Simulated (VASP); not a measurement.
# CsI (Pm-3m) in VASP: a series of runs

CsI is run at these levels: LDA; tasks: single point, relaxation of cell and atoms.

Everything below comes from runs of VASP 6.6.1. Logs are shortened: lines on timing, memory, paths and dates and some standing lists are left out, and cuts for length are marked.

## (1) The cell of the first run

It takes space group Pm-3m (No. 221, cubic). Conventional cell: a = 4.402 Å, b = 4.402 Å, c = 4.402 Å, α = 90.00°, β = 90.00°, γ = 90.00°. Cs (site symmetry m-3m) has 8 I at 3.81 Å and 6 Cs at 4.40 Å within 5.0 Å. Within 5.0 Å of I (site symmetry m-3m) lie 8 Cs at 3.81 Å and 6 I at 4.40 Å.

## (2) Single point, LDA

File INCAR:

```
  ALGO = Normal
  EDIFF = 1E-6
  ENCUT = 500
  GGA_COMPAT = False
  ISIF = 2
  ISMEAR = 0
  LASPH = True
  LCHARG = False
  LREAL = False
  LWAVE = False
  NBANDS = 15
  NELM = 120
  PREC = Accurate
  SIGMA = 0.01
```

File KPOINTS:

```
k-points
0
Gamma
  6 6 6
```

File POSCAR:

```
CsI
1.0
    4.4017959139      0.0000000000      0.0000000000
    0.0000000000      4.4017959139      0.0000000000
    0.0000000000      0.0000000000      4.4017959139
Cs I
1 1
Direct
    0.0000000000      0.0000000000      0.0000000000
    0.5000000000      0.5000000000      0.5000000000
```

Potentials or basis: VASP PAW LDA potentials, release 64 (Cs_sv, I).

Launch:

```console
> cat potpaw_LDA.64/Cs_sv/POTCAR potpaw_LDA.64/I/POTCAR > POTCAR
> mpirun -np 1 vasp_std > vasp.out
```

OUTCAR:

```text
EDIFF = 1E-6
   ENCUT = 500
   ISIF = 2
   ISMEAR = 0
   LASPH = True
   LREAL = False
   NELM = 120
   PREC = Accurate

 ion  position               nearest neighbor table
   1  0.000  0.000  0.000-
   2  0.500  0.500  0.500-

  LATTYP: Found a simple cubic cell.
 ALAT       =     4.4017959139

  Lattice vectors:

 A1 = (   4.4017959139,   0.0000000000,   0.0000000000)
 A2 = (   0.0000000000,   4.4017959139,   0.0000000000)
 A3 = (   0.0000000000,   0.0000000000,   4.4017959139)

Analysis of symmetry for initial positions (statically):
=====================================================================
 Subroutine PRICEL returns:
 Original cell was already a primitive cell.

 Routine SETGRP: Setting up the symmetry group for a
 simple cubic supercell.

 Subroutine GETGRP returns: Found 48 space group operations
 (whereof 48 operations were pure point group operations)
 out of a pool of 48 trial point group operations.

The static configuration has the point symmetry O_h .

Analysis of symmetry for dynamics (positions and initial velocities):
=====================================================================
 Subroutine PRICEL returns:
 Original cell was already a primitive cell.

 Routine SETGRP: Setting up the symmetry group for a
 simple cubic supercell.

 Subroutine GETGRP returns: Found 48 space group operations
 (whereof 48 operations were pure point group operations)
 out of a pool of 48 trial point group operations.

The dynamic configuration has the point symmetry O_h .

 Subroutine INISYM returns: Found 48 space group operations
 (whereof 48 operations are pure point group operations),
 and found     1 'primitive' translations

----------------------------------------------------------------------------------------

                                     Primitive cell

  volume of cell :      85.2883

  direct lattice vectors                    reciprocal lattice vectors
     4.401795914  0.000000000  0.000000000     0.227180001  0.000000000  0.000000000
     0.000000000  4.401795914  0.000000000     0.000000000  0.227180001  0.000000000
     0.000000000  0.000000000  4.401795914     0.000000000  0.000000000  0.227180001

  length of vectors
     4.401795914  4.401795914  4.401795914     0.227180001  0.227180001  0.227180001

  position of ions in fractional coordinates (direct lattice)
     0.000000000  0.000000000  0.000000000
     0.500000000  0.500000000  0.500000000

  ion indices of the primitive-cell ions
   primitive index   ion index
                 1           1
                 2           2

----------------------------------------------------------------------------------------

 KPOINTS: k-points

Automatic generation of k-mesh.
 Grid dimensions read from file:
 generate k-points for:    6    6    6

 Generating k-lattice:

  Cartesian coordinates                     Fractional coordinates (reciprocal lattice)
     0.037863333  0.000000000  0.000000000     0.166666667  0.000000000  0.000000000
     0.000000000  0.037863333  0.000000000     0.000000000  0.166666667  0.000000000
     0.000000000  0.000000000  0.037863333     0.000000000  0.000000000  0.166666667

  Length of vectors
     0.037863333  0.037863333  0.037863333

  Shift w.r.t. Gamma in fractional coordinates (k-lattice)
     0.000000000  0.000000000  0.000000000

 Subroutine IBZKPT returns following result:
 ===========================================

 Found     20 irreducible k-points:

 Following reciprocal coordinates:
            Coordinates               Weight
  0.000000  0.000000  0.000000      1.000000
  0.166667  0.000000  0.000000      6.000000
  0.333333  0.000000  0.000000      6.000000
  0.500000  0.000000  0.000000      3.000000
  0.166667  0.166667  0.000000     12.000000
  0.333333  0.166667  0.000000     24.000000
[... 12 lines left out ...]
  0.500000  0.500000  0.333333      6.000000
  0.500000  0.500000  0.500000      1.000000
   k-points           NKPTS =     20   k-points in BZ     NKDIM =     20   number of bands    NBANDS=     15
   number of dos      NEDOS =    301   number of ions     NIONS =      2
   total plane-waves  NPLWV =  32768
   dimension x,y,z NGX =    32 NGY =   32 NGZ =   32
   dimension x,y,z NGXF=    64 NGYF=   64 NGZF=   64
   ions per type =               1   1
   NGX,Y,Z   is equivalent  to a cutoff of  12.09, 12.09, 12.09 a.u.
   NGXF,Y,Z  is equivalent  to a cutoff of  24.17, 24.17, 24.17 a.u.
 SYSTEM =  unknown system
   PREC   = accura    normal or accurate (medium, high low for compatibility)
   ISTART =      0    job   : 0-new  1-cont  2-samecut
   ICHARG =      2    charge: 1-file 2-atom 10-const
   ISPIN  =      1    spin polarized calculation?
   LNONCOLLINEAR =      F non collinear calculations
   LSORBIT =      F    spin-orbit coupling
   LASPH  =      T    aspherical Exc in radial PAW
   ENCUT  =  500.0 eV  36.75 Ry    6.06 a.u.   8.03  8.03  8.03*2*pi/ulx,y,z
   NELM   =    120;   NELMIN=  2; NELMDL= -5     # of ELM steps
   EDIFF  = 0.1E-05   stopping-criterion for ELM
   LREAL  =      F    real-space projection
   EDIFFG = 0.1E-04   stopping-criterion for IOM
   NSW    =      0    number of steps for IOM
   IBRION =     -1    ionic relax: 0-MD 1-quasi-New 2-CG
   NFREE  =      0    steps in history (QN), initial steepest desc. (CG)
   ISIF   =      2    stress and relaxation
   ISYM   =      2    0-nonsym 1-usesym 2-fastsym
   POTIM  = 0.5000    time-step for ionic-motion
   TEBEG  =    0.0;   TEEND  =   0.0 temperature during run
   PSTRESS=    0.0 pullay stress
   NELECT =      16.0000    total number of electrons
   NUPDOWN=      -1.0000    fix difference up-down
   EMIN   =  10.00;   EMAX   =-10.00  energy-range for DOS
   EFERMI =   0.00;   METHOD = LEGACY
   ISMEAR =     0;   SIGMA  =   0.01  broadening in eV -4-tet -1-fermi 0-gaus
   EFERMI_NEDOS =   21; number of points for ismear=-14 and -15
   IALGO  =     38    algorithm
   IMIX   =      4    mixing-type and parameters
     AMIX     =   0.40;   BMIX     =  1.00
     AMIX_MAG =   1.60;   BMIX_MAG =  1.00
  volume/ion in A,a.u.               =      42.64       287.78
  Fermi-wavevector in a.u.,A,eV,Ry     =   0.937170  1.770994 11.949822  0.878287
  Thomas-Fermi vector in A             =   2.064253
   LORBIT       =      0    0 simple, 1 ext, 2 COOP (PROOUT), +10 PAW based schemes
   GGA     = CA    functional components
   LHFCALC =     F    Hartree Fock is set to
   AEXX    =    0.0000 exact exchange contribution
   IVDW    =     0    specifies the selected vdW correction
   LEPSILON=     F    determine dielectric tensor
   LRPA    =     F    only Hartree local field effects (RPA)
 non-spin polarized calculation
 Gauss-broadening in eV      SIGMA  =   0.01
  energy-cutoff  :      500.00
  volume of cell :       85.29
 maximum number of plane-waves:      2192
   NGX = 17   NGY = 17   NGZ = 17

 number of electron      15.9999994 magnetization

 Free energy of the ion-electron system (eV)
  ---------------------------------------------------
  ext. energy  EPLUGINS =         0.00000000
  ---------------------------------------------------
  free energy    TOTEN  =        -6.18711130 eV

  energy without entropy =       -6.18711130  energy(sigma->0) =       -6.18711130

 E-fermi :   1.4542     XC(G=0):  -8.5345

 val. band max:        1.3775294002   @ k =   0.5000   0.5000   0.0000
 cond. band min:       5.1476942149   @ k =   0.0000   0.0000   0.0000
 fundamental gap:      3.7701648147
 Fermi energy:         1.4541622074

 k-point     1 :       0.0000    0.0000    0.0000
  band No.  band energies     occupation
      1     -18.8560      2.00000
      2      -9.5257      2.00000
      3      -5.5372      2.00000
      4      -5.5372      2.00000
      5      -5.5372      2.00000
      6       1.3157      2.00000
      7       1.3157      2.00000
      8       1.3157      2.00000
      9       5.1477      0.00000
     10       5.1477      0.00000
     11       5.3220      0.00000
     12       9.2863      0.00000
     13       9.2863      0.00000
     14       9.2863      0.00000
     15      11.8315      0.00000

 k-point     2 :       0.1667    0.0000    0.0000
  band No.  band energies     occupation
      1     -18.8454      2.00000
      2      -9.5362      2.00000
      3      -5.5879      2.00000
      4      -5.5117      2.00000
      5      -5.5117      2.00000
      6       0.7082      2.00000
      7       1.2517      2.00000
      8       1.2517      2.00000
      9       5.3299      0.00000
     10       5.7563      0.00000
     11       6.1270      0.00000
     12       9.1886      0.00000
     13       9.1886      0.00000
     14       9.4271      0.00000
     15      10.4106      0.00000

 k-point     3 :       0.3333    0.0000    0.0000
  band No.  band energies     occupation
      1     -18.8240      2.00000
      2      -9.5621      2.00000
      3      -5.6638      2.00000
      4      -5.4593      2.00000
      5      -5.4593      2.00000
      6      -0.1727      2.00000
      7       1.1197      2.00000
      8       1.1197      2.00000
      9       5.8344      0.00000
     10       7.1447      0.00000
     11       7.6109      0.00000
     12       8.7879      0.00000
     13       9.2508      0.00000
     14       9.2508      0.00000
     15       9.7828      0.00000
[... 271 lines left out ...]
 k-point    19 :       0.5000    0.5000    0.3333
  band No.  band energies     occupation
      1     -18.7501      2.00000
      2      -9.1944      2.00000
      3      -5.9436      2.00000
      4      -5.9436      2.00000
      5      -5.7717      2.00000
      6      -0.1049      2.00000
      7      -0.1049      2.00000
      8       0.0481      2.00000
      9       7.5000      0.00000
     10       8.1589      0.00000
     11       8.1589      0.00000
     12       8.7649      0.00000
     13      10.3906      0.00000
     14      10.3906      0.00000
     15      11.6782      0.00000

 k-point    20 :       0.5000    0.5000    0.5000
  band No.  band energies     occupation
      1     -18.7414      2.00000
      2      -9.1553      2.00000
      3      -5.8935      2.00000
      4      -5.8935      2.00000
      5      -5.8935      2.00000
      6      -0.2764      2.00000
      7      -0.2764      2.00000
      8      -0.2764      2.00000
      9       8.7339      0.00000
     10       8.7339      0.00000
     11       8.7339      0.00000
     12       9.6540      0.00000
     13       9.6540      0.00000
     14       9.6540      0.00000
     15      11.7318      0.00000

------------------------ aborting loop because EDIFF is reached ----------------------------------------

  FORCE on cell =-STRESS in cart. coord.  units (eV):
  Direction    XX          YY          ZZ          XY          YZ          ZX
  --------------------------------------------------------------------------------------
  -------------------------------------------------------------------------------------
  Total        0.0384247      0.0384247      0.0384247     -0.0000000      0.0000000     -0.0000000
  in kB        0.7218233      0.7218233      0.7218233     -0.0000000      0.0000000     -0.0000000
  external PRESSURE =       0.7218233 kB  Pullay stress =       0.0000000 kB

 VOLUME and BASIS-vectors are now :
 -----------------------------------------------------------------------------
  energy-cutoff  :      500.00
  volume of cell :       85.29
      direct lattice vectors                 reciprocal lattice vectors
     4.401795914  0.000000000  0.000000000     0.227180001  0.000000000  0.000000000
     0.000000000  4.401795914  0.000000000     0.000000000  0.227180001  0.000000000
     0.000000000  0.000000000  4.401795914     0.000000000  0.000000000  0.227180001

 POSITION                                       TOTAL-FORCE (eV/Angst)
 -----------------------------------------------------------------------------------
      0.00000      0.00000      0.00000         0.000000      0.000000      0.000000
      2.20090      2.20090      2.20090         0.000000      0.000000      0.000000
 -----------------------------------------------------------------------------------
    total drift:                                0.000000      0.000000     -0.000000

  FREE ENERGIE OF THE ION-ELECTRON SYSTEM (eV)
  ---------------------------------------------------
  free  energy   TOTEN  =        -6.1871112962 eV

  energy  without entropy=       -6.1871112962  energy(sigma->0) =       -6.18711130
```

Wall time 20 s (1 thread of Oxide Virtual Turin-like, shared host); peak memory 0.13 GiB.

What came out:

- Free energy: -6.1871 eV
- Pressure: 0.1 GPa
- Band gap on the k mesh: 3.77 eV (least direct gap 3.83 eV)

Caveat: spin-orbit coupling is left out, which moves the levels of the heavy elements.

## (3) Relaxation of cell and atoms, LDA

This run uses another cell than the first one, of 47.62 Å³/atom.

File INCAR:

```
ALGO = Normal
EDIFF = 1E-7
EDIFFG = -0.002
ENCUT = 500
GGA_COMPAT = F
IBRION = 2
ISIF = 3
ISMEAR = 0
LASPH = T
LCHARG = F
LREAL = F
LWAVE = F
NELM = 120
NELMIN = 4
NSW = 100
PREC = Accurate
SIGMA = 0.01
```

KPOINTS is that of step 2.

File POSCAR:

```
CsI
1.0
    4.5667000000      0.0000000000      0.0000000000
    0.0000000000      4.5667000000      0.0000000000
    0.0000000000      0.0000000000      4.5667000000
Cs I
1 1
Direct
    0.0000000000      0.0000000000      0.0000000000
    0.5000000000      0.5000000000      0.5000000000
```

Potentials or basis: VASP PAW LDA potentials, release 64 (Cs_sv, I).

Launch:

```console
> cat potpaw_LDA.64/Cs_sv/POTCAR potpaw_LDA.64/I/POTCAR > POTCAR
> mpirun -np 1 vasp_std > vasp.out
```

Wall time 82 s (1 thread of Oxide Virtual Turin-like, shared host); peak memory 0.16 GiB.

Results (log left out):

```yaml
Free_energy: -6.1879 eV
Relaxed_volume: 42.83 Å³/atom
Relaxed_cell: a = 4.408 Å, b = 4.408 Å, c = 4.408 Å, α = 90.00°, β = 90.00°, γ = 90.00°
Space_group_after_relaxing_to_0.1_Å: Pm-3m (No. 221)
Energy_gained_by_relaxing: 22.8 meV/atom
Ionic_steps: 4
Pressure_after_relaxing: 0.0 GPa
Band_gap_on_the_k_mesh: 3.78 eV (least direct gap 3.84 eV)
```

Step by step:
```tsv
step	energy change (eV)	largest force (eV/Å)	pressure (GPa)	volume (Å³)
1	0.0000	0.0000	-1.37	95.24
2	-0.0362	0.0000	-0.70	89.75
3	-0.0454	0.0000	-0.08	86.13
4	-0.0455	0.0000	0.00	85.66
```

Final structure:
```yaml
crystal:
  lattice:
    - [4.40825, 0.00000, 0.00000]
    - [0.00000, 4.40825, 0.00000]
    - [0.00000, 0.00000, 4.40825]
  atoms:
    - { symbol: Cs, position: [0.00000, 0.00000, 0.00000] }
    - { symbol: I, position: [0.50000, 0.50000, 0.50000] }
```

Levels at points of the mesh, in eV from the valence-band top:
| k point | band 4 | band 5 | band 6 | band 7 | band 8 | band 9 | band 10 | band 11 | band 12 |
| --- | --- | --- | --- | --- | --- | --- | --- | --- | --- |
| (0.00, 0.00, 0.00) | -6.92 | -6.92 | -0.06 | -0.06 | -0.06 | 3.78 | 3.78 | 3.93 | 7.90 |
| (0.50, 0.00, 0.00) | -6.82 | -6.82 | -1.90 | -0.32 | -0.32 | 4.90 | 6.59 | 6.73 | 7.00 |
| (0.50, 0.50, 0.00) | -7.46 | -6.76 | -0.94 | -0.94 | 0.00 | 3.97 | 4.77 | 5.98 | 5.98 |
| (0.50, 0.50, 0.50) | -7.27 | -7.27 | -1.64 | -1.64 | -1.64 | 7.34 | 7.34 | 7.34 | 8.25 |

Caveat: spin-orbit coupling is left out, which moves the levels of the heavy elements.

## (4) Single point, LDA

File INCAR:

```
SYSTEM = CsI
ALGO = Normal ; EDIFF = 1E-6
ENCUT = 500 ; GGA_COMPAT = .FALSE.
ISIF = 2 ; ISMEAR = -1
LASPH = .TRUE. ; LCHARG = .FALSE.
LREAL = .FALSE. ; LWAVE = .FALSE.
NBANDS = 15 ; NELM = 120
PREC = Accurate ; SIGMA = 0.08
```

File KPOINTS:

```
k-points
0
G
  10 10 10
  0 0 0
```

File POSCAR:

```
CsI
1.0
    4.4016976451      0.0000000000      0.0000000000
    0.0000000000      4.4016976451      0.0000000000
    0.0000000000      0.0000000000      4.4016976451
Cs I
1 1
Direct
    0.0000000000      0.0000000000      0.0000000000
    0.5000000000      0.5000000000      0.5000000000
```

Launch:

```console
> cat potpaw_LDA.64/Cs_sv/POTCAR potpaw_LDA.64/I/POTCAR > POTCAR
> mpirun -np 1 vasp_std > vasp.out
```

It took 56 s on 1 thread of Oxide Virtual Turin-like, shared host; peak memory 0.16 GiB.

The run converged. Its results:

- Free energy: -6.1873 eV
- Pressure: 0.1 GPa
- Band gap on the k mesh: 3.77 eV (least direct gap 3.83 eV)

Levels at points of the mesh, in eV from the valence-band top:
```
           k point  band 4  band 5  band 6  band 7  band 8  band 9  band 10  band 11  band 12  band 13
(0.00, 0.00, 0.00)   -6.91   -6.91   -0.06   -0.06   -0.06    3.77     3.77     3.95     7.91     7.91
(0.50, 0.00, 0.00)   -6.81   -6.81   -1.91   -0.33   -0.33    4.90     6.58     6.75     7.02     8.15
(0.50, 0.50, 0.00)   -7.46   -6.75   -0.94   -0.94    0.00    3.96     4.77     5.98     5.98    10.02
(0.50, 0.50, 0.50)   -7.27   -7.27   -1.65   -1.65   -1.65    7.36     7.36     7.36     8.28     8.28
```

Caveat: spin-orbit coupling is left out, which moves the levels of the heavy elements.

## (5) Overview

| task | cell | k mesh | smearing | gap on the mesh (eV) | pressure (GPa) |
| --- | --- | --- | --- | --- | --- |
| single point | a = 4.402 Å, 2 atoms | 6 × 6 × 6 | gaussian 0.01 eV | 3.77 | 0.1 |
| relaxation of cell and atoms | relaxed from a = 4.567 Å, 2 atoms | 6 × 6 × 6 | gaussian 0.01 eV | 3.78 | 0.0 |
| single point | a = 4.402 Å, 2 atoms | 10 × 10 × 10 | fermi-dirac 0.08 eV | 3.77 | 0.1 |

Alike in all rows: level LDA; potentials or basis VASP PAW LDA potentials, release 64 (Cs_sv, I); no spin polarisation; cutoff (eV) 500.

Caveats: spin-orbit coupling is left out, which moves the levels of the heavy elements.

Absolute energies hang on the potentials; compare differences alone.
